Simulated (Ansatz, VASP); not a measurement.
InB2As3: VASP beside Ansatz

```
CELL_PARAMETERS angstrom
5.39904 0.00000 0.00000
-2.69952 4.67571 0.00000
0.00000 0.00000 5.80422
ATOMIC_POSITIONS crystal
In 0.00000 0.00000 0.00000
B 0.00000 0.00000 0.63483
B 0.00000 0.00000 0.36517
As 0.50000 0.00000 0.50000
As 0.00000 0.50000 0.50000
As 0.50000 0.50000 0.50000
```

Alike in both runs: functional PBE; k mesh 12 × 12 × 8; occupations gaussian, width 0.1 eV; no spin polarisation.

Ansatz relaxed the structure, and its values are those at the end. VASP's run is a single point on that final structure, the one shown.

|  | VASP | Ansatz |
| --- | --- | --- |
| version | VASP 6.6.1 | Ansatz 0.2.0 |
| potentials or method | VASP PAW PBE potentials, release 64 (In_d, B, As), cutoff 520 eV | scalar-relativistic, plane waves, PAW |
| valence electrons in the cell | 34 | 64 |

|  | VASP | Ansatz | Ansatz less VASP |
| --- | --- | --- | --- |
| gap on the k mesh at the Fermi level (eV) | none | none | - |
| pressure (GPa) | 0.0 | 0.0 | 0.00 |
| rms of the force components (eV/Å) | 0.012 | 0.000 | -0.0116 |

A gap of «none» marks a metal or a gap that the smearing closes. VASP's potentials hold 34 valence electrons a cell and Ansatz's 64, so a difference there can come from the potentials and not from the codes.
